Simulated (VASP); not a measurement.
Input of a VASP 6.6.1 run:

File INCAR:

```
SYSTEM = P
PREC = Accurate
ENCUT = 500
EDIFF = 1E-6
ISMEAR = 0
SIGMA = 0.1
LREAL = .FALSE.
LASPH = .TRUE.
NELM = 120
ALGO = Normal
ISIF = 2
LWAVE = .FALSE.
LCHARG = .FALSE.
GGA = PE
NBANDS = 8
GGA_COMPAT = .FALSE.
```

Contents of KPOINTS:

```
regular mesh
0
G
  18 18 18
  0 0 0
```

Contents of POSCAR:

```
P
1.0
    0.0000000000      1.9809827109      1.9809827109
    1.9809827109      0.0000000000      1.9809827109
    1.9809827109      1.9809827109      0.0000000000
P
1
Direct
    0.0000000000      0.0000000000      0.0000000000
```

Potentials or basis: VASP PAW PBE potentials, release 64 (P).

The run is started by

```bash
$ cat potpaw_PBE.64/P/POTCAR > POTCAR
$ mpirun -np 1 vasp_std > vasp.out
```

Q: Estimate the band gap on the k mesh.

A: Zero (an odd number of electrons rules out a gap without spin polarisation).

Q: What does it give for the pressure?

A: -5.7 GPa.

Caveat: the cell differs from its parent crystal (Sb replaced by P, lengths x 0.862, strained); the cell stands under tension; an odd number of electrons without spin polarisation forces a metal; a magnetic or distorted state may lie lower.
